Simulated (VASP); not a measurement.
Wanted: the native input for a VASP 6.6.1 run.

| Item | Value |
| --- | --- |
| Task | single point |
| Functional | PBE |
| Dispersion | D3(BJ) |
| Potentials or basis | VASP PAW PBE potentials, release 64 (Mg, S) |
| Cutoff | 600 eV |
| k mesh | 8 × 8 × 8 |
| Occupations | gaussian, width 0.05 eV |
| Spin | no spin polarisation |
| Dipole correction | no |
| Further INCAR settings | ALGO = Normal; EDIFF = 1e-06; NBANDS = 11 |

The structure of MgS lies in POSCAR:

```
MgS
1.0
    0.0000000000      2.5892536218      2.5892536218
    2.5892536218      0.0000000000      2.5892536218
    2.5892536218      2.5892536218      0.0000000000
Mg S
1 1
Direct
    0.0000000000      0.0000000000      0.0000000000
    0.5000000000      0.5000000000      0.5000000000
```

The input as run:

INCAR

```
ALGO = Normal
EDIFF = 1E-6
ENCUT = 600
GGA = PE
GGA_COMPAT = False
ISIF = 2
ISMEAR = 0
IVDW = 12
LASPH = True
LCHARG = False
LREAL = False
LWAVE = False
NBANDS = 11
NELM = 120
PREC = Accurate
SIGMA = 0.05
```

KPOINTS

```
k-points
0
Gamma
  8 8 8
```

Potentials or basis: VASP PAW PBE potentials, release 64 (Mg, S).

The run is started by

```bash
$ cat potpaw_PBE.64/Mg/POTCAR potpaw_PBE.64/S/POTCAR > POTCAR
$ mpirun -np 1 vasp_std > vasp.out
```

Results of the run:

| Quantity | Value |
| --- | --- |
| Pressure | -1.3 GPa |
| Band gap on the k mesh | 2.81 eV, indirect (least direct gap 3.82 eV) |
| Dispersion energy per atom | -0.361 eV |

Run time: 24 s on 1 thread of Intel Xeon 8259CL, with other jobs on the host, peak memory 0.18 GiB.
